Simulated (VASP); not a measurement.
Mg2CdS3: single point with PBE

Mg2CdS3:

```
Mg Cd S
1.0
     6.14003   -3.54513    0.00000
     6.14003    3.54513    0.00000
     0.00000    0.00000    6.62144
Mg Cd S
4 2 6
Direct
  0.16605 0.49782 0.50148
  0.83395 0.50218 0.00148
  0.49782 0.16605 0.00148
  0.50218 0.83395 0.50148
  0.82955 0.17045 0.50196
  0.17045 0.82955 0.00196
  0.82404 0.17596 0.11346
  0.16719 0.48906 0.12832
  0.83281 0.51094 0.62832
  0.17596 0.82404 0.61346
  0.48906 0.16719 0.62832
  0.51094 0.83281 0.12832
```

| Property | Result |
| --- | --- |
| Program | VASP 6.6.1 |
| Task | single point |
| Functional | PBE |
| Potentials or basis | VASP PAW PBE potentials, release 64 (Mg, Cd, S) |
| Cutoff | 520 eV |
| k mesh | 6 × 6 × 4 |
| Occupations | gaussian, width 0.01 eV |
| Spin | no spin polarisation |

- Pressure: 0.0 GPa
- Largest force: 0.044 eV/Å
- Band gap on the k mesh: 2.56 eV

Forces on the atoms (eV/Å):
```
Mg   0.000  0.000  0.001
Mg   0.000  0.000  0.001
Mg   0.000  0.000  0.001
Mg   0.000  0.000  0.001
Cd   0.000  0.002 -0.001
Cd   0.000 -0.002 -0.001
S    0.000  0.036 -0.025
S   -0.030 -0.017  0.012
S    0.030  0.017  0.012
S    0.000 -0.036 -0.025
S   -0.030  0.017  0.012
S    0.030 -0.017  0.012
```

Levels at points of the mesh, in eV from the valence-band top:
```tsv
k point	band 32	band 33	band 34	band 35	band 36	band 37
(0.00, 0.00, 0.00)	-0.03	-0.02	0.00	2.56	3.86	4.85
(0.50, 0.00, 0.00)	-0.46	-0.36	-0.34	4.05	4.14	4.98
(0.50, 0.50, 0.00)	-0.41	-0.37	-0.28	3.89	4.42	4.96
(0.00, 0.00, 0.50)	-0.26	-0.24	-0.24	3.95	3.95	5.30
(0.50, 0.00, 0.50)	-0.78	-0.61	-0.61	4.14	4.14	4.98
(0.50, 0.50, 0.50)	-0.76	-0.65	-0.65	4.14	4.14	4.98
```

Wall time 12 min on 1 thread of Intel(R) Xeon(R) Platinum 8259CL CPU @ 2.50GHz (Skylake/Cascade Lake), with other jobs on the host, peak memory 0.66 GiB.

A k mesh can miss the band edges.
